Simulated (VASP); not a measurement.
# Y8Si16H (a cell with a defect) in VASP: single point with PBEsol

Aim: the single point of Y8Si16H (a cell with a defect) with PBEsol.

Everything below comes from runs of VASP 6.6.1. Logs are shortened: lines on timing, memory, paths and dates and some standing lists are left out, and cuts for length are marked.

### 1 The cell of the first run

The cell holds a defect, 25 atoms: a = 7.700 Å, b = 6.668 Å, c = 8.280 Å, α = 90.00°, β = 90.00°, γ = 90.00°.

### 2 Single point, PBEsol

INCAR reads:

```
PREC = Accurate
ENCUT = 520
EDIFF = 1E-7
ISMEAR = -1
SIGMA = 0.05
LREAL = Auto
LASPH = T
NELM = 100
ALGO = Normal
ISIF = 2
LWAVE = F
LCHARG = F
GGA = PS
NBANDS = 94
```

KPOINTS reads:

```
regular mesh
0
Gamma
  2 3 2
```

POSCAR reads:

```
Y8Si16H
1.0
   -3.8500000000     -6.6683960000      0.0000000000
    5.7750000000     -3.3341980000      0.0000000000
    0.0000000000      0.0000000000      8.2800000000
Y Si H
8 16 1
Direct
    0.7436889808      0.4900091041     -0.0026570048
    0.7382515269      0.4985746110      0.5047705314
    0.4827855794     -0.0172771462     -0.0187801932
    0.5106428566     -0.0157965371      0.5050845411
    0.2412212540      0.5166583252      0.0148188406
    0.2577534473      0.4799048956      0.5074396135
    0.0006907371     -0.0241455692     -0.0062922705
    0.0157786482      0.0203892287      0.4947222222
    0.4883216994      0.3232794013      0.1951449275
    0.4939896214      0.6597333406      0.2150483092
    0.4968665934      0.3284738328      0.7837077295
    0.5042180979      0.6661194245      0.7540096618
    0.2505482775      0.8278287218      0.2819927536
    0.2414479459      0.1675453838      0.2594202899
    0.2498535240      0.8150019164      0.7267874396
    0.2493168355      0.1500380635      0.7839492754
    0.0081844409      0.3810580256      0.2495652174
   -0.0260664398      0.7029340618      0.2974275362
    0.0122042992      0.3482747276      0.7446980676
   -0.0214793398      0.6638276263      0.7540338164
    0.7283371725      0.8694022708      0.2205434783
    0.7736967011      0.2057718267      0.2738405797
    0.7460945055      0.8441149517      0.7444806763
    0.7787318104      0.1737173108      0.7283454106
    0.4477048097      0.3234742021      0.4976449275
```

Potentials or basis: VASP PAW PBE potentials, release 64 (Y_sv, Si, H).

Run with:

```
cat potpaw_PBE.64/Y_sv/POTCAR potpaw_PBE.64/Si/POTCAR potpaw_PBE.64/H/POTCAR > POTCAR
mpirun -np 1 vasp_std > vasp.out
```

OUTCAR:

```text
PREC = Accurate
   ENCUT = 520
   EDIFF = 1E-7
   ISMEAR = -1
   LREAL = Auto
   LASPH = T
   NELM = 100
   ISIF = 2
   GGA = PS

 ion  position               nearest neighbor table
   1  0.744  0.490  0.997-   9 2.79  11 2.81  10 2.87  20 2.94  12 2.97  22 2.98  17 3.01  24 3.08
                            19 3.09  21 3.14  23 3.16  18 3.37   7 3.80   5 3.84   3 3.85   5 3.88
   2  0.738  0.499  0.505-  25 2.52  22 2.75  18 2.85  24 2.87  12 2.96  20 2.98  23 3.04  17 3.07
                            19 3.07  11 3.17  10 3.23   9 3.41  21 3.41   4 3.68   6 3.70   8 3.84
   3  0.483  0.983  0.981-  16 2.67  11 2.83  12 2.83  21 2.84   9 2.88  10 2.90  23 2.97  15 2.98
                            14 3.21  13 3.24  24 3.35  22 3.62   5 3.63   7 3.71   1 3.85   1 3.94
   4  0.511  0.984  0.505-  25 2.31  23 2.84  13 2.92  15 2.95  12 2.96  21 2.99  24 3.05  14 3.15
                            22 3.15  10 3.23  16 3.26  11 3.26   9 3.42   2 3.68   8 3.82   6 3.84
   5  0.241  0.517  0.015-  10 2.73   9 2.74  17 2.80  11 3.02  13 3.03  19 3.06  14 3.09  16 3.10
                            15 3.11  20 3.12  12 3.12  18 3.35   7 3.58   3 3.63   1 3.84   1 3.88
   6  0.258  0.480  0.507-  25 1.80  19 2.86  15 2.88  14 2.93  17 2.95  13 2.98  12 3.05  11 3.11
                            18 3.16  16 3.18  20 3.21  10 3.26   9 3.31   8 3.59   2 3.70   4 3.84
   7  0.001  0.976  0.994-  16 2.83  20 2.88  21 2.90  23 2.98  24 3.08  18 3.11  15 3.12  14 3.15
                            13 3.22  19 3.23  22 3.28  17 3.43   5 3.58   3 3.71   1 3.80   1 3.96
   8  0.016  0.020  0.495-  18 2.69  14 2.79  13 2.83  24 2.85  22 2.89  15 2.97  19 3.01  16 3.12
                            17 3.15  23 3.16  20 3.22  21 3.33   6 3.59   4 3.82   2 3.84   4 3.90
   9  0.488  0.323  0.195-  14 2.23  10 2.25  22 2.42   5 2.74   1 2.79   3 2.88   6 3.31   2 3.41
[... 16 lines left out ...]
                             7 3.43
  18  0.974  0.703  0.297-  17 2.20  21 2.28  13 2.29   8 2.69   2 2.85   7 3.11   6 3.16   5 3.35
                             1 3.37
  19  0.012  0.348  0.745-  20 2.12  24 2.15  16 2.28   6 2.86   8 3.01   5 3.06   2 3.07   1 3.09
                             7 3.23
  20  0.979  0.664  0.754-  19 2.12  23 2.16  15 2.33   7 2.88   1 2.94   2 2.98   5 3.12   6 3.21
                             8 3.22
  21  0.728  0.869  0.221-  10 2.28  18 2.28  22 2.31   3 2.84   7 2.90   4 2.99   1 3.14   8 3.33
                             2 3.41
  22  0.774  0.206  0.274-  17 2.16  21 2.31   9 2.42   2 2.75   8 2.89   1 2.98   4 3.15   7 3.28
                             3 3.62
  23  0.746  0.844  0.744-  20 2.16  12 2.21  24 2.22   4 2.84   3 2.97   7 2.98   2 3.04   1 3.16
                             8 3.16
  24  0.779  0.174  0.728-  19 2.15  23 2.22  11 2.45   8 2.85   2 2.87   4 3.05   1 3.08   7 3.08
                             3 3.35
  25  0.448  0.323  0.498-   6 1.80   4 2.31   2 2.52

  LATTYP: Found a simple orthorhombic cell.
 ALAT       =     6.6683957069
 B/A-ratio  =     1.1547005722
 C/A-ratio  =     1.2416779633

  Lattice vectors:

 A1 = (  -5.7750000000,   3.3341980000,   0.0000000000)
 A2 = (  -3.8500000000,  -6.6683960000,   0.0000000000)
 A3 = (   0.0000000000,   0.0000000000,   8.2800000000)

Analysis of symmetry for initial positions (statically):
[... 171 lines left out ...]
   IALGO  =     38    algorithm
   IMIX   =      4    mixing-type and parameters
     AMIX     =   0.40;   BMIX     =  1.00
     AMIX_MAG =   1.60;   BMIX_MAG =  1.00
  volume/ion in A,a.u.               =      17.01       114.76
  Fermi-wavevector in a.u.,A,eV,Ry     =   1.164460  2.200510 18.449045  1.355967
  Thomas-Fermi vector in A             =   2.300997
   LORBIT       =      0    0 simple, 1 ext, 2 COOP (PROOUT), +10 PAW based schemes
   GGA     = PS    functional components
   LHFCALC =     F    Hartree Fock is set to
   AEXX    =    0.0000 exact exchange contribution
   IVDW    =     0    specifies the selected vdW correction
   LEPSILON=     F    determine dielectric tensor
   LRPA    =     F    only Hartree local field effects (RPA)
 non-spin polarized calculation
  energy-cutoff  :      520.00
  volume of cell :      425.15
 maximum number of plane-waves:     11474
 NGX is ok and might be reduce to    60
   NGX = 29   NGY = 25   NGZ = 31

 number of electron     153.0000002 magnetization

 Free energy of the ion-electron system (eV)
  ---------------------------------------------------
  ext. energy  EPLUGINS =         0.00000000
  ---------------------------------------------------
  free energy    TOTEN  =      -159.78864589 eV

  energy without entropy =     -159.71886860  energy(sigma->0) =     -159.75375724

 E-fermi :   7.6796     XC(G=0): -10.9775

 val. band max:        7.6573222426   @ k =   0.5000   0.0000   0.0000
 cond. band min:       7.7017388451   @ k =   0.0000   0.0000   0.0000
 fundamental gap:      0.0444166025
 Fermi energy:         7.6796120449

 k-point     1 :       0.0000    0.0000    0.0000
  band No.  band energies     occupation
      1     -34.7928      2.00000
      2     -34.7905      2.00000
      3     -34.7006      2.00000
      4     -34.6698      2.00000
      5     -34.6081      2.00000
      6     -34.5695      2.00000
[... 717 lines left out ...]
     87       9.4259      0.00000
     88       9.5632      0.00000
 [bands above 88 left out]

------------------------ aborting loop because EDIFF is reached ----------------------------------------

  FORCE on cell =-STRESS in cart. coord.  units (eV):
  Direction    XX          YY          ZZ          XY          YZ          ZX
  --------------------------------------------------------------------------------------
  -------------------------------------------------------------------------------------
  Total       43.9854652     39.9195968      3.9480719     -3.9033701     -1.7223833      1.9172777
  in kB      165.7590802    150.4368684     14.8782959    -14.7098375     -6.4907957      7.2252546
  external PRESSURE =     110.3580815 kB  Pullay stress =       0.0000000 kB

 VOLUME and BASIS-vectors are now :
 -----------------------------------------------------------------------------
  energy-cutoff  :      520.00
  volume of cell :      425.15
      direct lattice vectors                 reciprocal lattice vectors
    -3.850000000 -6.668396000  0.000000000    -0.064935065 -0.112470825  0.000000000
     5.775000000 -3.334198000  0.000000000     0.129870130 -0.074980550  0.000000000
     0.000000000  0.000000000  8.280000000     0.000000000  0.000000000  0.120772947

 POSITION                                       TOTAL-FORCE (eV/Angst)
 -----------------------------------------------------------------------------------
     -0.03340     -6.59300      8.25800        -0.010803     -0.664197     -0.196670
      0.03700     -6.58530      4.17950         0.531133      0.201566      0.181446
      3.81650     -6.49600      8.12450        -0.529462     -0.431058      0.831847
      3.71780     -6.68670      4.18210         1.162231     -0.226282     -0.465879
      2.05500     -3.33120      0.12270         0.225560      0.866429     -1.250384
      1.77910     -3.31890      4.20160         1.770279      0.186963     -0.030503
[... 17 lines left out ...]
     -1.99490     -5.77210      6.03070         1.360661      2.055443      0.739374
      0.14440     -4.06400      4.12050        -2.329639     -1.504557      0.020485
 -----------------------------------------------------------------------------------
    total drift:                               -0.004718      0.006158      0.009935

  FREE ENERGIE OF THE ION-ELECTRON SYSTEM (eV)
  ---------------------------------------------------
  free  energy   TOTEN  =      -159.7886458862 eV

  energy  without entropy=     -159.7188686017  energy(sigma->0) =     -159.75375724
```

OSZICAR:

```text
N       E                     dE             d eps       ncg     rms          rms(c)
DAV:   1     0.795709194227E+03    0.79571E+03   -0.69791E+04  1504   0.152E+03
DAV:   2    -0.876975551508E+02   -0.88341E+03   -0.85334E+03  1752   0.356E+02
DAV:   3    -0.158794267997E+03   -0.71097E+02   -0.69483E+02  1928   0.732E+01
DAV:   4    -0.167455766194E+03   -0.86615E+01   -0.86141E+01  2368   0.196E+01
DAV:   5    -0.168103583751E+03   -0.64782E+00   -0.64732E+00  1952   0.587E+00    0.850E+01
DAV:   6    -0.160397824332E+03    0.77058E+01   -0.18325E+01  1810   0.102E+01    0.554E+01
DAV:   7    -0.160274284548E+03    0.12354E+00   -0.16110E+01  1984   0.880E+00    0.124E+01
DAV:   8    -0.159858217628E+03    0.41607E+00   -0.80529E+00  1660   0.611E+00    0.328E+00
DAV:   9    -0.159790691635E+03    0.67526E-01   -0.52714E-01  1738   0.205E+00    0.144E+00
DAV:  10    -0.159791257568E+03   -0.56593E-03   -0.76715E-02  2000   0.663E-01    0.130E+00
DAV:  11    -0.159788780150E+03    0.24774E-02   -0.12675E-02  1738   0.339E-01    0.258E-01
DAV:  12    -0.159788656820E+03    0.12333E-03   -0.23359E-03  2048   0.122E-01    0.875E-02
DAV:  13    -0.159788650698E+03    0.61212E-05   -0.16564E-04  2128   0.303E-02    0.495E-02
DAV:  14    -0.159788646938E+03    0.37607E-05   -0.18327E-05  2160   0.122E-02    0.159E-02
DAV:  15    -0.159788646206E+03    0.73119E-06   -0.42774E-06  1984   0.542E-03    0.436E-03
DAV:  16    -0.159788645829E+03    0.37746E-06   -0.39680E-07  1536   0.181E-03    0.477E-03
DAV:  17    -0.159788645886E+03   -0.57207E-07   -0.15604E-07  1088   0.123E-03
   1 F= -.15978865E+03 E0= -.15975376E+03  d E =-.697773E-01
```

It took 18 min on 1 thread of Oxide Virtual Turin-like, shared host; peak memory 0.53 GiB.

Results:

```yaml
Free_energy: -159.7886 eV
Pressure: 11.0 GPa
Largest_force: 2.773 eV/Å
Band_gap_on_the_k_mesh: zero (an odd number of electrons rules out a gap without spin polarisation)
```

Forces on the atoms (eV/Å):
```
Y   -0.011 -0.664 -0.197
Y    0.531  0.202  0.181
Y   -0.529 -0.431  0.832
Y    1.162 -0.226 -0.466
Y    0.226  0.866 -1.250
Y    1.770  0.187 -0.031
Y    0.920 -0.201  0.759
Y    0.315  0.178  1.215
Si  -1.415 -0.707  1.106
Si  -0.085 -0.694  1.529
Si  -0.717 -0.301 -0.775
Si  -0.691  0.582 -0.195
Si  -0.110  0.305 -1.038
Si  -0.100  0.051 -0.412
Si   0.682  0.670  0.458
Si   0.765  0.118 -1.217
Si  -0.839 -0.255 -0.348
Si   0.141 -0.285 -0.989
Si  -1.587 -0.368  0.361
Si   0.408 -1.904  0.152
Si  -0.293 -0.167  0.309
Si  -0.029  2.253 -0.783
Si   0.455  0.241  0.038
Si   1.361  2.055  0.739
H   -2.330 -1.505  0.020
```

Caveat: the k points lie up to 0.41 Å⁻¹ apart, too coarse for converged energies and pressures of a metal; the PAW data sets were made with another functional, which shifts forces and pressure a little; an odd number of electrons without spin polarisation forces a metal; a magnetic or distorted state may lie lower.

The gap in the log of VASP goes by the Fermi energy; the results here count the filled bands.